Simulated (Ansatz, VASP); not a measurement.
## InSb3 in VASP and in Ansatz

The input INCAR:

```
SYSTEM = InSb3
ALGO     = Normal         ! electronic algorithm
EDIFF    = 1E-7           ! SCF threshold, eV
ENCUT    = 520            ! plane-wave cutoff, eV
ISIF     = 2              ! what is computed and relaxed
ISMEAR   = -1             ! smearing method
LASPH    = .TRUE.         ! aspherical terms in the spheres
LCHARG   = .TRUE.         ! write CHGCAR
LELF     = .TRUE.         ! ELF
LREAL    = .FALSE.        ! projectors in reciprocal space
LVHAR    = .TRUE.       
LWAVE    = .FALSE.        ! write WAVECAR
NBANDS   = 22             ! bands
NELM     = 60             ! most SCF steps
PREC     = Accurate       ! precision mode
SIGMA    = 0.05           ! smearing width, eV
```

The input KPOINTS:

```
k-points
0
G
  6 6 6
  0 0 0
```

Contents of POSCAR:

```
InSb3
1.0
    4.8063670000      0.0000000000      0.0000000000
    0.0000000000      4.8063670000      0.0000000000
    0.0000000000      0.0000000000      4.8063670000
Sb In
3 1
Direct
    0.5000000000      0.5000000000      0.0000000000
    0.0000000000      0.5000000000      0.5000000000
    0.5000000000      0.0000000000      0.5000000000
    0.0000000000      0.0000000000      0.0000000000
```

File input.yaml:

```yaml
crystal:
  lattice:
    - [4.806367, 0.0, 0.0]
    - [0.0, 4.806367, 0.0]
    - [0.0, 0.0, 4.806367]
  atoms:
    - { symbol: Sb, position: [0.5, 0.5, 0.0] }
    - { symbol: Sb, position: [0.0, 0.5, 0.5] }
    - { symbol: Sb, position: [0.5, 0.0, 0.5] }
    - { symbol: In, position: [0.0, 0.0, 0.0] }
kpoints:
  mp_grid: { grid: [6, 6, 6] }
  band_path:
    path:
      - [0.0, 0.0, 0.0]
      - [0.0, 0.5, 0.0]
      - [0.5, 0.5, 0.0]
      - [0.0, 0.0, 0.0]
      - [0.5, 0.5, 0.5]
      - [0.0, 0.5, 0.0]
    npoints: 10
scf:
  occupations: { method: fermi_dirac, width: 0.05 }
hamiltonian:
  xc: lda
  pseudopotentials: { kind: all_electron, lapw: { basis_error: 0.002 } }
output:
  forces: true
  stress: true
  eigenvalues: true
```

Alike in both runs: functional LDA; k mesh 6 × 6 × 6; occupations fermi-dirac, width 0.05 eV; no spin polarisation.

|  | VASP | Ansatz |
| --- | --- | --- |
| version | VASP 6.6.1 | Ansatz 0.2.0 |
| potentials or method | VASP PAW LDA potentials, release 64 (Sb, In_d), cutoff 520 eV | all-electron LAPW, scalar-relativistic |
| task | single point | band structure |

```tsv
	VASP	Ansatz	Ansatz less VASP
gap on the k mesh at the Fermi level (eV)	none	none	-
pressure (GPa)	-3.8	-3.8	-0.02
```

LDA's correlation is that of Perdew and Zunger in VASP and of Perdew and Wang (1992) in Ansatz. A gap of «none» marks a metal or a gap that the smearing closes. Ansatz ran all-electron here, and VASP with PAW potentials.

Neither program's run includes spin-orbit coupling.
